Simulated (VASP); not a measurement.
# KI (Pm-3m) in VASP: a series of runs, part 2 of 2

VASP 6.6.1. The steps go on from the part before.

## Step 5: Single point, LDA

This run uses another cell than the first one, of 35.03 Å³/atom.

INCAR

```
SYSTEM = KI
PREC = Accurate
ENCUT = 520
EDIFF = 1E-6
ISMEAR = -1
SIGMA = 0.02
LREAL = .False.
LASPH = .True.
NELM = 60
ALGO = Normal
ISIF = 2
LWAVE = .False.
LCHARG = .False.
GGA = CA
NBANDS = 15
```

KPOINTS

```
regular mesh
0
Gamma
  6 6 6
  0 0 0
```

POSCAR

```
KI
1.0
    4.1223638992      0.0000000000      0.0000000000
    0.0000000000      4.1223638992      0.0000000000
    0.0000000000      0.0000000000      4.1223638992
K I
1 1
Direct
    0.0000000000      0.0000000000      0.0000000000
    0.5000000000      0.5000000000      0.5000000000
```

Potentials or basis: VASP PAW LDA potentials, release 64 (K_sv, I).

Command:

```sh
cat potpaw_LDA.64/K_sv/POTCAR potpaw_LDA.64/I/POTCAR > POTCAR
mpirun -np 1 vasp_std > vasp.out
```

Wall time 20 s (1 thread of Intel Xeon 8259CL, shared host); peak memory 0.16 GiB.

Results (log left out):

```
Free energy            : -6.1016 eV
Pressure               : 0.0 GPa
Band gap on the k mesh : 3.33 eV (least direct gap 3.52 eV)
```

Levels at points of the mesh, in eV from the valence-band top:
| k point | band 4 | band 5 | band 6 | band 7 | band 8 | band 9 | band 10 | band 11 | band 12 | band 13 |
| --- | --- | --- | --- | --- | --- | --- | --- | --- | --- | --- |
| (0.00, 0.00, 0.00) | -12.62 | -11.58 | -0.44 | -0.44 | -0.44 | 3.33 | 4.26 | 4.26 | 8.36 | 8.36 |
| (0.50, 0.00, 0.00) | -12.60 | -11.05 | -2.84 | -0.39 | -0.39 | 5.56 | 5.77 | 6.83 | 7.38 | 8.75 |
| (0.50, 0.50, 0.00) | -12.59 | -11.10 | -2.08 | -2.08 | 0.00 | 3.52 | 5.51 | 6.56 | 6.56 | 9.36 |
| (0.50, 0.50, 0.50) | -12.73 | -10.85 | -2.09 | -2.09 | -2.09 | 5.47 | 5.47 | 5.47 | 9.12 | 9.12 |

Caveat: spin-orbit coupling is left out, which moves the levels of the heavy elements.

## Step 6: Single point, PBEsol

This run uses another cell than the first one, of 37.83 Å³/atom.

INCAR

```
  PREC = Accurate
  ENCUT = 520
  EDIFF = 1E-6
  ISMEAR = -1
  SIGMA = 0.02
  LREAL = False
  LASPH = True
  NELM = 80
  ALGO = Normal
  ISIF = 2
  LWAVE = False
  LCHARG = False
  GGA = PS
  NBANDS = 15
```

KPOINTS

```
regular mesh
0
Gamma
  6 6 6
```

POSCAR

```
KI
1.0
    4.2293618534      0.0000000000      0.0000000000
    0.0000000000      4.2293618534      0.0000000000
    0.0000000000      0.0000000000      4.2293618534
K I
1 1
Direct
    0.0000000000      0.0000000000      0.0000000000
    0.5000000000      0.5000000000      0.5000000000
```

Potentials or basis: VASP PAW PBE potentials, release 64 (K_sv, I).

Command:

```sh
cat potpaw_PBE.64/K_sv/POTCAR potpaw_PBE.64/I/POTCAR > POTCAR
mpirun -np 1 vasp_std > vasp.out
```

OUTCAR:

```text
PREC = Accurate
   ENCUT = 520
   EDIFF = 1E-6
   ISMEAR = -1
   LREAL = False
   LASPH = True
   NELM = 80
   ISIF = 2
   GGA = PS

 ion  position               nearest neighbor table
   1  0.000  0.000  0.000-   2 3.66   2 3.66   2 3.66   2 3.66   2 3.66   2 3.66   2 3.66   2 3.66

   2  0.500  0.500  0.500-   1 3.66   1 3.66   1 3.66   1 3.66   1 3.66   1 3.66   1 3.66   1 3.66

  LATTYP: Found a simple cubic cell.
 ALAT       =     4.2293618534

  Lattice vectors:

 A1 = (   4.2293618534,   0.0000000000,   0.0000000000)
 A2 = (   0.0000000000,   4.2293618534,   0.0000000000)
 A3 = (   0.0000000000,   0.0000000000,   4.2293618534)

Analysis of symmetry for initial positions (statically):
=====================================================================
 Subroutine PRICEL returns:
 Original cell was already a primitive cell.

 Routine SETGRP: Setting up the symmetry group for a
 simple cubic supercell.

 Subroutine GETGRP returns: Found 48 space group operations
 (whereof 48 operations were pure point group operations)
 out of a pool of 48 trial point group operations.

The static configuration has the point symmetry O_h .

[... 168 lines left out ...]
      5     -10.2450      2.00000
      6       0.6820      2.00000
      7       0.6820      2.00000
      8       0.6820      2.00000
      9       4.3628      0.00000
     10       5.6434      0.00000
     11       5.6434      0.00000
     12       9.5101      0.00000
     13       9.5101      0.00000
     14       9.5101      0.00000
[... 329 lines left out ...]
      2     -11.6701      2.00000
      3     -11.6701      2.00000
      4     -11.6701      2.00000
      5      -9.6539      2.00000
      6      -0.7442      2.00000
      7      -0.7442      2.00000
      8      -0.7442      2.00000
      9       6.6082      0.00000
     10       6.6082      0.00000
     11       6.6082      0.00000
     12      10.0606      0.00000
     13      10.0606      0.00000
     14      10.0606      0.00000
     15      10.4107      0.00000

------------------------ aborting loop because EDIFF is reached ----------------------------------------

  FORCE on cell =-STRESS in cart. coord.  units (eV):
  Direction    XX          YY          ZZ          XY          YZ          ZX
  --------------------------------------------------------------------------------------
  -------------------------------------------------------------------------------------
  Total        0.0134115      0.0134115      0.0134115      0.0000000      0.0000000      0.0000000
  in kB        0.2840288      0.2840288      0.2840288      0.0000000      0.0000000      0.0000000
  external PRESSURE =       0.2840288 kB  Pullay stress =       0.0000000 kB

 VOLUME and BASIS-vectors are now :
 -----------------------------------------------------------------------------
  energy-cutoff  :      520.00
  volume of cell :       75.65
      direct lattice vectors                 reciprocal lattice vectors
     4.229361853  0.000000000  0.000000000     0.236442290  0.000000000  0.000000000
     0.000000000  4.229361853  0.000000000     0.000000000  0.236442290  0.000000000
     0.000000000  0.000000000  4.229361853     0.000000000  0.000000000  0.236442290

 POSITION                                       TOTAL-FORCE (eV/Angst)
 -----------------------------------------------------------------------------------
      0.00000      0.00000      0.00000         0.000000      0.000000      0.000000
      2.11468      2.11468      2.11468         0.000000      0.000000      0.000000
 -----------------------------------------------------------------------------------
    total drift:                                0.000000      0.000000     -0.000000

  FREE ENERGIE OF THE ION-ELECTRON SYSTEM (eV)
  ---------------------------------------------------
  free  energy   TOTEN  =        -5.7279120243 eV

  energy  without entropy=       -5.7279120243  energy(sigma->0) =       -5.72791202
```

stdout:

```text
POSCAR found type information on POSCAR K I
 POSCAR found :  2 types and       2 ions
 scaLAPACK will be used
 -----------------------------------------------------------------------------
|                                                                             |
|                                                                             |
|     You enforced a specific xc type in the INCAR file but a different       |
|     I HOPE YOU KNOW WHAT YOU ARE DOING!                                     |
|                                                                             |
 -----------------------------------------------------------------------------

 LDA part: xc-table for (Slater+PW92), standard interpolation
 POSCAR, INCAR and KPOINTS ok, starting setup
 FFT: planning ... GRIDC
 FFT: planning ... GRID_SOFT
 FFT: planning ... GRID
 WAVECAR not read
 entering main loop
```

Wall time 20 s (1 thread of Intel Xeon 8259CL, shared host); peak memory 0.18 GiB.

What came out:

```yaml
Free_energy: -5.7279 eV
Pressure: 0.0 GPa
Band_gap_on_the_k_mesh: 3.29 eV (least direct gap 3.68 eV)
```

Levels at points of the mesh, in eV from the valence-band top:
```tsv
k point	band 6	band 7	band 8	band 9	band 10	band 11
(0.00, 0.00, 0.00)	-0.39	-0.39	-0.39	3.29	4.57	4.57
(0.50, 0.00, 0.00)	-2.50	-0.32	-0.32	5.45	6.05	6.92
(0.50, 0.50, 0.00)	-1.86	-1.86	0.00	3.76	5.61	6.73
(0.50, 0.50, 0.50)	-1.82	-1.82	-1.82	5.53	5.53	5.53
```

Caveat: the PAW data sets were made with another functional, which shifts forces and pressure a little; spin-orbit coupling is left out, which moves the levels of the heavy elements.

## Step 7: The runs side by side

```tsv
level	potentials or basis	cell	k mesh	smearing	grid for exact exchange (PRECFOCK)	share of exact exchange	screening parameter	gap on the mesh (eV)	pressure (GPa)
HSE06	VASP PAW PBE potentials, release 64 (K_sv, I)	a = 4.291 Å, 2 atoms	4 × 4 × 4	gaussian 0.01 eV	Normal	0.25	0.2079 1/Å	4.30	0.3
PBE0	VASP PAW PBE potentials, release 64 (K_sv, I)	a = 4.291 Å, 2 atoms	4 × 4 × 4	gaussian 0.01 eV	Normal	0.25	-	5.00	0.2
PBE	VASP PAW PBE potentials, release 64 (K_sv, I)	a = 4.291 Å, 2 atoms	4 × 4 × 4	gaussian 0.01 eV	-	-	-	3.33	0.6
LDA	VASP PAW LDA potentials, release 64 (K_sv, I)	a = 4.122 Å, 2 atoms	6 × 6 × 6	fermi-dirac 0.02 eV	-	-	-	3.33	0.0
PBEsol	VASP PAW PBE potentials, release 64 (K_sv, I)	a = 4.229 Å, 2 atoms	6 × 6 × 6	fermi-dirac 0.02 eV	-	-	-	3.29	0.0
```

Alike in all rows: task single point; no spin polarisation; cutoff (eV) 520.

Caveats: spin-orbit coupling is left out, which moves the levels of the heavy elements; the PAW data sets were made with another functional, which shifts forces and pressure a little (at least some runs).

Absolute energies hang on the potentials; compare differences alone.
